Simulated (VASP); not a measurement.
# H2C5 in VASP: notebook, part 2 of 2

VASP 6.6.1.

### 3 Single point, PBE

INCAR

```
SYSTEM = H2C5
ALGO     = Normal         ! electronic algorithm
EDIFF    = 1E-7           ! SCF threshold, eV
ENCUT    = 520            ! plane-wave cutoff, eV
GGA      = PE             ! functional
ISIF     = 2              ! what is computed and relaxed
ISMEAR   = -1             ! smearing method
LASPH    = .TRUE.         ! aspherical terms in the spheres
LCHARG   = .TRUE.         ! write CHGCAR
LELF     = .TRUE.         ! ELF
LREAL    = Auto         
LVHAR    = .TRUE.       
LWAVE    = .FALSE.        ! write WAVECAR
NBANDS   = 64             ! bands
NELM     = 100            ! most SCF steps
PREC     = Accurate       ! precision mode
SIGMA    = 0.002          ! smearing width, eV
```

KPOINTS

```
k-points
0
G
  2 2 1
  0 0 0
```

POSCAR

```
H2C5
1.0
    5.0487420000      0.0000000000      0.0000000000
    0.0000000000      5.0487420000      0.0000000000
    0.0000000000      0.0000000000     15.1647000000
H C
8 20
Direct
    0.4277897346      0.0000000000      0.0659426167
    0.0722160095      0.0000000000      0.0659426167
    0.9277954786      0.0000000000      0.0659426167
    0.5722217535      0.0000000000      0.0659426167
    0.4277897346      0.5000057440      0.0659426167
    0.0722160095      0.5000057440      0.0659426167
    0.9277954786      0.5000057440      0.0659426167
    0.5722217535      0.5000057440      0.0659426167
    0.2500028720      0.0000000000      0.1077963956
    0.7500086160      0.0000000000      0.1077963956
    0.2500028720      0.5000057440      0.1077963956
    0.7500086160      0.5000057440      0.1077963956
    0.2500028720      0.2500028720      0.1666501810
    0.7500086160      0.2500028720      0.1666501810
    0.2500028720      0.7500086160      0.1666501810
    0.7500086160      0.7500086160      0.1666501810
    0.0018222361      0.2373660607      0.2172149795
    0.5005207238      0.2487352295      0.2146234347
   -0.0064570541      0.7387780956      0.2309772036
    0.4911520533      0.7398278621      0.2304364742
   -0.0013468702     -0.0008913111      0.2844368830
    0.4902607422      0.0025947058      0.2836521659
    0.0031294925      0.4748113490      0.2829465799
    0.5086613655      0.4679383498      0.2877801737
    0.2368510809      0.1027384644      0.3297922148
    0.7389761648      0.1141076331      0.3268313913
    0.2425356653      0.3818971142      0.3323441941
    0.7479090831      0.3789458839      0.3340257308
```

Potentials or basis: VASP PAW PBE potentials, release 64 (H, C).

The run is started by

```console
$ cat potpaw_PBE.64/H/POTCAR potpaw_PBE.64/C/POTCAR > POTCAR
$ mpirun -np 1 vasp_std > vasp.out
```

OUTCAR:

```text
SYSTEM = H2C5
   EDIFF = 1E-7
   ENCUT = 520
   GGA = PE
   ISIF = 2
   ISMEAR = -1
   LASPH = .TRUE.
   LREAL = Auto
   NELM = 100
   PREC = Accurate

 ion  position               nearest neighbor table
   1  0.428  0.000  0.066-   4 0.73   9 1.10
   2  0.072  0.000  0.066-   3 0.73   9 1.10
   3  0.928  0.000  0.066-   2 0.73  10 1.10
   4  0.572  0.000  0.066-   1 0.73  10 1.10
   5  0.428  0.500  0.066-   8 0.73  11 1.10
   6  0.072  0.500  0.066-   7 0.73  11 1.10
   7  0.928  0.500  0.066-   6 0.73  12 1.10
   8  0.572  0.500  0.066-   5 0.73  12 1.10
   9  0.250  0.000  0.108-   2 1.10   1 1.10  15 1.55  13 1.55
[... 486 lines left out ...]
  in kB      341.2316562    -18.6588797      4.7544377     -7.2754960     10.2377763     16.7273560
  external PRESSURE =     109.1090714 kB  Pullay stress =       0.0000000 kB

 VOLUME and BASIS-vectors are now :
 -----------------------------------------------------------------------------
  energy-cutoff  :      520.00
  volume of cell :      386.55
      direct lattice vectors                 reciprocal lattice vectors
     5.048742000  0.000000000  0.000000000     0.198069143  0.000000000  0.000000000
     0.000000000  5.048742000  0.000000000     0.000000000  0.198069143  0.000000000
     0.000000000  0.000000000 15.164700000     0.000000000  0.000000000  0.065942617

 POSITION                                       TOTAL-FORCE (eV/Angst)
 -----------------------------------------------------------------------------------
      2.15980      0.00000      1.00000        -8.932284     -0.107843      0.039837
      0.36460      0.00000      1.00000         8.939919     -0.093589      0.082716
      4.68420      0.00000      1.00000        -8.954316     -0.067594      0.051407
      2.88900      0.00000      1.00000         8.953356     -0.123646      0.040387
      2.15980      2.52440      1.00000        -8.939583      0.008484      0.075174
      0.36460      2.52440      1.00000         8.951409      0.060044      0.021695
[... 20 lines left out ...]
      1.22450      1.92810      5.03990         1.311327     -1.029427     -0.625390
      3.77600      1.91320      5.06540         0.969299      1.262314     -0.846296
 -----------------------------------------------------------------------------------
    total drift:                               -0.000077     -0.018268     -0.027068

  FREE ENERGIE OF THE ION-ELECTRON SYSTEM (eV)
  ---------------------------------------------------
  free  energy   TOTEN  =      -188.3790347844 eV

  energy  without entropy=     -188.3790347844  energy(sigma->0) =     -188.37903478
```

stdout:

```text
POSCAR found type information on POSCAR H C
 POSCAR found :  2 types and      28 ions
 scaLAPACK will be used
 LDA part: xc-table for (Slater+PW92), standard interpolation
 POSCAR, INCAR and KPOINTS ok, starting setup
 FFT: planning ... GRIDC
 FFT: planning ... GRID_SOFT
 FFT: planning ... GRID
 WAVECAR not read
 entering main loop
```

Run time: 3.5 min. Hardware: 1 thread of Intel Xeon Platinum 8259CL at 2.50GHz (Skylake/Cascade Lake), shared host; peak memory 0.44 GiB.

What came out:

* Free energy: -188.3790 eV
* Largest force: 8.958 eV/Å
* Band gap on the k mesh: 0.91 eV

Forces on the atoms (eV/Å):
```
H   -8.932 -0.108  0.040
H    8.940 -0.094  0.083
H   -8.954 -0.068  0.051
H    8.953 -0.124  0.040
H   -8.940  0.008  0.075
H    8.951  0.060  0.022
H   -8.931  0.056  0.031
H    8.958  0.015  0.066
C    0.125 -0.286  0.719
C   -0.029 -0.290  0.691
C   -0.269  0.280  0.653
C    0.175  0.262  0.719
C    0.006 -0.351 -5.105
C    0.520 -0.482 -5.085
C   -0.645 -0.997  0.562
C   -0.710 -0.744  0.655
C   -0.666  1.273  1.003
C   -0.508 -0.556  3.176
C    0.792  0.595 -0.336
C    1.502  0.469  0.690
C   -1.527  1.680  0.804
C    0.342  1.561  0.977
C   -1.127 -0.859  1.544
C   -3.015  1.300 -0.819
C    1.636  0.406 -0.033
C    1.073 -3.242  0.248
C    1.311 -1.029 -0.625
C    0.969  1.262 -0.846
```

Levels at points of the mesh, in eV from the valence-band top:
| k point | band 40 | band 41 | band 42 | band 43 | band 44 | band 45 | band 46 | band 47 | band 48 | band 49 |
| --- | --- | --- | --- | --- | --- | --- | --- | --- | --- | --- |
| (0.00, 0.00, 0.00) | -2.22 | -1.99 | -0.69 | -0.64 | -0.21 | 1.01 | 2.07 | 2.26 | 3.72 | 3.80 |
| (0.50, 0.00, 0.00) | -2.61 | -2.47 | -2.12 | -1.12 | -0.97 | 1.57 | 1.84 | 3.47 | 3.49 | 4.62 |
| (0.00, 0.50, 0.00) | -2.14 | -1.74 | -0.53 | -0.43 | 0.00 | 0.91 | 1.56 | 3.17 | 3.29 | 3.60 |
| (0.50, 0.50, 0.00) | -3.14 | -3.13 | -3.08 | -0.83 | -0.62 | 1.40 | 1.71 | 4.12 | 4.18 | 4.24 |

Caveat: the k points lie up to 0.62 Å⁻¹ apart; the atoms stand as in a frame of molecular dynamics; there is no dipole correction, which matters where the two faces differ.
